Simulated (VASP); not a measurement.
# CsLiCr2Te2S3 (Pm) in VASP: notebook, part 2 of 2

VASP 6.6.1. Earlier steps stand in the parts before.

## 3. Single point, PBE+D3(BJ), collinear spin, ferromagnetic start

This run uses another cell than the first one, of 25.22 Å³/atom.

INCAR

```
ALGO = Normal
EDIFF = 1E-6
ENCUT = 520
GGA = PE
ISIF = 2
ISMEAR = -1
ISPIN = 2
IVDW = 12
LASPH = T
LCHARG = F
LMAXMIX = 4
LORBIT = 11
LREAL = F
LWAVE = F
MAGMOM = 0 0 3 3 0 0 0 0 0
NBANDS = 47
NELM = 150
PREC = Accurate
SIGMA = 0.05
```

KPOINTS

```
k-points
0
Gamma
  3 5 3
```

POSCAR

```
CsLiCr2Te2S3
1.0
    6.9813037360      0.0000000000     -0.0163260741
    0.0000000000      3.9026411103      0.0000000000
   -2.6836901759      0.0000000000      8.3382861349
Cs Li Cr Te S
1 1 2 2 3
Direct
    0.0854599952      0.0000000000      0.3845018499
    0.8563350148      0.5000000000      0.7850075253
    0.1261732833      0.0000000000      0.9448487530
    0.5958007603      0.5000000000      0.9758935158
    0.5114703249      0.0000000000      0.1638857947
    0.5523650343      0.0000000000      0.7445085980
    0.8689032243      0.0000000000      0.6750672446
    0.2501606820      0.5000000000      0.8371184023
    0.9677816809      0.5000000000      0.0571083164
```

Potentials or basis: VASP PAW PBE potentials, release 64 (Cs_sv, Li_sv, Cr_pv, Te, S).

Started as:

```bash
$ cat potpaw_PBE.64/Cs_sv/POTCAR potpaw_PBE.64/Li_sv/POTCAR potpaw_PBE.64/Cr_pv/POTCAR potpaw_PBE.64/Te/POTCAR potpaw_PBE.64/S/POTCAR > POTCAR
$ mpirun -np 1 vasp_std > vasp.out
```

It took 13 min on 1 thread of Intel Xeon 8259CL, shared host; peak memory 0.6 GiB.

It converged, with:

* Free energy: -48.8990 eV
* Largest force: 0.018 eV/Å
* Band gap on the k mesh: 0.53 eV (least direct gap 0.65 eV)
* Net moment: 6.00 μB per cell
* Site moments: Cs +0.00; Li -0.00; Cr +3.04, +2.92; Te -0.14, -0.05; S -0.03, -0.11, -0.05 μB
* Valence electrons inside the program's atomic spheres: Cs 6.58; Li 2.13; Cr 10.53, 10.62; Te 3.42, 3.39; S 3.75, 3.72, 3.73
* Dispersion energy per atom: -0.317 eV

Forces in eV/Å, atoms in the order of the input:
```
Cs   0.004  0.000  0.006
Li  -0.011  0.000  0.011
Cr   0.000  0.000  0.007
Cr   0.005  0.000  0.003
Te  -0.002  0.000 -0.002
Te   0.007  0.000 -0.004
S   -0.011  0.000 -0.014
S    0.006  0.000 -0.005
S    0.003  0.000 -0.002
```

Levels at points of the mesh, in eV from the valence-band top:
Spin up:
| k point | band 32 | band 33 | band 34 | band 35 | band 36 | band 37 | band 38 | band 39 | band 40 | band 41 |
| --- | --- | --- | --- | --- | --- | --- | --- | --- | --- | --- |
| (0.00, 0.00, 0.00) | -1.31 | -1.18 | -0.85 | -0.39 | 0.00 | 0.69 | 1.45 | 1.47 | 1.87 | 2.06 |
Spin down:
```
           k point  band 27  band 28  band 29  band 30  band 31  band 32  band 33  band 34
(0.00, 0.00, 0.00)    -1.44    -1.41    -1.19    -0.47     0.67     1.03     1.48     1.54
```

Caveat: the cutoff is under 1.25 times the usual one of these potentials, so pressure, stress and relaxed cells hold a basis-set (Pulay) error; semilocal functionals underestimate gaps, and a narrow one can read as zero; spin-orbit coupling is left out, which moves the levels of the heavy elements; the run started ferromagnetic, and an antiferromagnetic order may lie lower in energy.

## 4. Single point, revPBE, collinear spin, ferromagnetic start

This run uses another cell than the first one, of 28.56 Å³/atom.

INCAR

```
  PREC = Accurate
  ENCUT = 520
  EDIFF = 1E-6
  ISMEAR = -1
  SIGMA = 0.05
  LREAL = False
  LASPH = True
  NELM = 150
  ALGO = Normal
  ISIF = 2
  LWAVE = False
  LCHARG = True
  ISPIN = 2
  MAGMOM = 0 0 3 3 0 0 0 0 0
  LORBIT = 11
  LMAXMIX = 4
  GGA = RE
  LELF = True
  LVHAR = True
  NBANDS = 47
```

KPOINTS

```
regular mesh
0
Gamma
  3 5 3
```

POSCAR

```
CsLiCr2Te2S3
1.0
    7.1245479500      0.0000000000      0.0379836135
    0.0000000000      4.0453389220      0.0000000000
   -2.6719911565      0.0000000000      8.9032282097
Cs Li Cr Te S
1 1 2 2 3
Direct
    0.0743542353      0.0000000000      0.3725929423
    0.8699175379      0.5000000000      0.7912179638
    0.1265717978      0.0000000000      0.9465571287
    0.5908912980      0.5000000000      0.9697189539
    0.5051117863      0.0000000000      0.1466783505
    0.5595922690      0.0000000000      0.7523750049
    0.8760042139      0.0000000000      0.6897139377
    0.2526448152      0.5000000000      0.8472855056
    0.9593620466      0.5000000000      0.0518002124
```

Potentials or basis: VASP PAW PBE potentials, release 64 (Cs_sv, Li_sv, Cr_pv, Te, S).

Started as:

```bash
$ cat potpaw_PBE.64/Cs_sv/POTCAR potpaw_PBE.64/Li_sv/POTCAR potpaw_PBE.64/Cr_pv/POTCAR potpaw_PBE.64/Te/POTCAR potpaw_PBE.64/S/POTCAR > POTCAR
$ mpirun -np 1 vasp_std > vasp.out
```

OUTCAR:

```text
PREC = Accurate
   ENCUT = 520
   EDIFF = 1E-6
   ISMEAR = -1
   LREAL = False
   LASPH = True
   NELM = 150
   ISIF = 2
   ISPIN = 2
   LORBIT = 11
   GGA = RE

 ion  position               nearest neighbor table
   1  0.074  0.000  0.373-
   2  0.870  0.500  0.791-   7 2.24   7 2.24   9 2.32   8 2.63   3 2.83   3 2.83   6 2.94   6 2.94

   3  0.127  0.000  0.947-   8 2.49   8 2.49   7 2.55   9 2.67   9 2.67   5 2.81   2 2.83   2 2.83

   4  0.591  0.500  0.970-   8 2.36   9 2.52   5 2.78   5 2.78   6 2.82   6 2.82
   5  0.505  0.000  0.147-   4 2.78   4 2.78   3 2.81
   6  0.560  0.000  0.752-   7 2.48   4 2.82   4 2.82   2 2.94   2 2.94
[... 1686 lines left out ...]
      3.20677      0.00000      1.32510        -0.001237      0.000000     -0.004152
      1.97650      0.00000      6.71982         0.024415      0.000000     -0.011071
      4.39822      0.00000      6.17395        -0.026819      0.000000     -0.005929
     -0.46396      2.02267      7.55317         0.007127      0.000000     -0.003883
      6.69661      2.02267      0.49763        -0.002801      0.000000     -0.002482
 -----------------------------------------------------------------------------------
    total drift:                               -0.002301      0.000000     -0.000752

  FREE ENERGIE OF THE ION-ELECTRON SYSTEM (eV)
  ---------------------------------------------------
  free  energy   TOTEN  =       -43.8689510757 eV

  energy  without entropy=      -43.8686843047  energy(sigma->0) =      -43.86881769

 total charge

# of ion       s       p       d       tot
------------------------------------------
    1        1.836   4.723   0.028   6.587
    2        2.031   0.076   0.000   2.107
    3        0.246   6.195   4.003  10.443
    4        0.263   6.226   4.054  10.543
    5        1.360   2.024   0.021   3.405
    6        1.394   1.915   0.048   3.357
    7        1.350   2.394   0.000   3.744
    8        1.343   2.370   0.000   3.713
    9        1.329   2.386   0.000   3.714
--------------------------------------------------
tot         11.151  28.307   8.155  47.613

 magnetization (x)

# of ion       s       p       d       tot
------------------------------------------
    1        0.000  -0.001   0.000  -0.001
    2       -0.000   0.000   0.000  -0.000
    3        0.046   0.039   3.064   3.149
    4        0.041   0.039   2.926   3.007
    5       -0.006  -0.176   0.007  -0.175
    6       -0.003  -0.068   0.003  -0.068
    7       -0.000  -0.038   0.000  -0.038
    8       -0.006  -0.140   0.000  -0.146
    9       -0.003  -0.076   0.000  -0.079
--------------------------------------------------
tot          0.069  -0.420   6.000   5.650
```

OSZICAR:

```text
N       E                     dE             d eps       ncg     rms          rms(c)
DAV:   1     0.544494134438E+03    0.54449E+03   -0.30365E+04  3132   0.126E+03
DAV:   2     0.119225868965E+02   -0.53257E+03   -0.50810E+03  3172   0.304E+02
DAV:   3    -0.446953156975E+02   -0.56618E+02   -0.55618E+02  3794   0.964E+01
[... 13 lines left out ...]
DAV:  17    -0.438688851696E+02   -0.11276E-03   -0.14083E-04  3515   0.443E-02    0.306E-02
DAV:  18    -0.438689333854E+02   -0.48216E-04   -0.39153E-05  3105   0.275E-02    0.155E-02
DAV:  19    -0.438689468938E+02   -0.13508E-04   -0.15062E-05  2958   0.182E-02    0.565E-03
DAV:  20    -0.438689496359E+02   -0.27422E-05   -0.25099E-06  2969   0.685E-03    0.325E-03
DAV:  21    -0.438689507132E+02   -0.10773E-05   -0.87783E-07  2376   0.453E-03    0.215E-03
DAV:  22    -0.438689510757E+02   -0.36245E-06   -0.28382E-07  2219   0.286E-03
   1 F= -.43868951E+02 E0= -.43868818E+02  d E =-.266771E-03  mag=     6.0000
```

It took 19 min on 1 thread of Intel Xeon 8259CL, shared host; peak memory 0.61 GiB.

What came out:

```yaml
Free_energy: -43.8690 eV
Largest_force: 0.027 eV/Å
Band_gap_on_the_k_mesh: 0.62 eV (least direct gap 0.79 eV)
Net_moment: 6.00 μB per cell
Site_moments: Cs -0.00; Li -0.00; Cr +3.15, +3.01; Te -0.17, -0.07; S -0.04, -0.15, -0.08 μB
Valence_electrons_inside_the_program's_atomic_spheres: Cs 6.59; Li 2.11; Cr 10.44, 10.54; Te 3.40, 3.36; S 3.74, 3.71 (each value once)
```

Forces on the atoms (eV/Å):
```
Cs   0.004  0.000  0.005
Li  -0.006  0.000  0.011
Cr  -0.001  0.000  0.004
Cr   0.003  0.000  0.006
Te  -0.001  0.000 -0.004
Te   0.024  0.000 -0.011
S   -0.027  0.000 -0.006
S    0.007  0.000 -0.004
S   -0.003  0.000 -0.002
```

Caveat: the cutoff is under 1.25 times the usual one of these potentials, so pressure, stress and relaxed cells hold a basis-set (Pulay) error; semilocal functionals underestimate gaps, and a narrow one can read as zero; the PAW data sets were made with another functional, which shifts forces and pressure a little; spin-orbit coupling is left out, which moves the levels of the heavy elements; the run started ferromagnetic, and an antiferromagnetic order may lie lower in energy. A k mesh can miss the band edges.

## 5. Overview

| level | cell | k mesh | gap on the mesh (eV) | moment (μB) | largest force (eV/Å) |
| --- | --- | --- | --- | --- | --- |
| PBE | a = 7.057, b = 3.981, c = 9.084 Å, angles 90.0, 107.1, 90.0°, 9 atoms, atomic positions A | 3 × 4 × 2 | 0.55 | 6.00 | 0.02 |
| PBE+D3(BJ) | a = 6.981, b = 3.903, c = 8.760 Å, angles 90.0, 108.0, 90.0°, 9 atoms, atomic positions B | 3 × 5 × 3 | 0.53 | 6.00 | 0.02 |
| revPBE | a = 7.125, b = 4.045, c = 9.296 Å, angles 90.0, 106.4, 90.0°, 9 atoms, atomic positions C | 3 × 5 × 3 | 0.62 | 6.00 | 0.03 |

Alike in all rows: task single point; potentials or basis VASP PAW PBE potentials, release 64 (Cs_sv, Li_sv, Cr_pv, Te, S); spin collinear, ferromagnetic start; cutoff (eV) 520; smearing fermi-dirac 0.05 eV.

Caveats: the cutoff is under 1.25 times the usual one of these potentials, so pressure, stress and relaxed cells hold a basis-set (Pulay) error; semilocal functionals underestimate gaps, and a narrow one can read as zero; spin-orbit coupling is left out, which moves the levels of the heavy elements; the run started ferromagnetic, and an antiferromagnetic order may lie lower in energy; the PAW data sets were made with another functional, which shifts forces and pressure a little (at least some runs).

Absolute energies hang on the potentials; compare differences alone.
